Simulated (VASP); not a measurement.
Runs of VASP 6.6.1 on La. The structure is that of space group Fd-3m (No. 227), or close to it. The cells are those of the table. This isn't the form of La at room conditions, which is double hcp.

```tsv
task	cell	cutoff (eV)	gap on the mesh (eV)	pressure (GPa)
relaxation of cell and atoms	relaxed to 65 GPa from a = 4.066 Å, angles 60.0°, 2 atoms	600	none	65.0
relaxation of cell and atoms	relaxed to 65 GPa from a = 3.797 Å, angles 60.0°, 2 atoms	600	none	65.0
single point	a = 4.066 Å, angles 60.0°, 2 atoms	520	none	(a)
single point	a = 4.065 Å, angles 60.0°, 2 atoms	520	none	64.7
```

Alike in all rows: level PBE; potentials or basis VASP PAW PBE potentials, release 64 (La); no spin polarisation; k mesh 12 × 12 × 12; smearing fermi-dirac 0.05 eV.

Question: Estimate the missing entries.

Answer: (a) 64.5.

Caveats: spin-orbit coupling is left out, which moves the levels of the heavy elements; the cell is relaxed towards a set pressure, so the run minimises the enthalpy, not the energy (at least some runs); the cell stands under pressure (at least some runs).

A k mesh can miss the band edges, and the runs leave out spin-orbit coupling on La.

A gap of «none» marks levels without a gap at the run's occupations.
